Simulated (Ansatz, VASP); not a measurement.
Sn2Bi in VASP and in Ansatz

```xyz
3
Lattice="-1.9970 1.9970 5.4740 1.9970 -1.9970 5.4740 1.9970 1.9970 -5.4740" Properties=species:S:1:pos:R:3 pbc="T T T"
Sn    0.0000    0.0000    7.3457
Sn    0.0000    0.0000    3.6024
Bi    0.0000    0.0000    0.0000
```

Alike in both runs: functional PBE; k mesh 6 × 6 × 6; occupations gaussian, width 0.1 eV; no spin polarisation.

Ansatz relaxed the structure, and its values are those at the end. VASP's run is a single point on that final structure, the one shown.

```csv
,VASP,Ansatz
version,VASP 6.6.1,Ansatz 0.2.0
potentials or method,"VASP PAW PBE potentials, release 64 (Sn_d, Bi_d), cutoff 520 eV","scalar-relativistic, plane waves, PAW"
valence electrons in the cell,43,43
```

```csv
,VASP,Ansatz,Ansatz less VASP
gap on the k mesh at the Fermi level (eV),none,none,-
pressure (GPa),0.0,0.0,+0.05
rms of the force components (eV/Å),0.006,0.005,-0.0009
```

A gap of «none» marks a metal or a gap that the smearing closes. The functional is the same, so the differences come from potentials, cutoffs and numerics.

The k mesh is coarse, so the values compare programs but aren't converged. Neither program's run includes spin-orbit coupling.
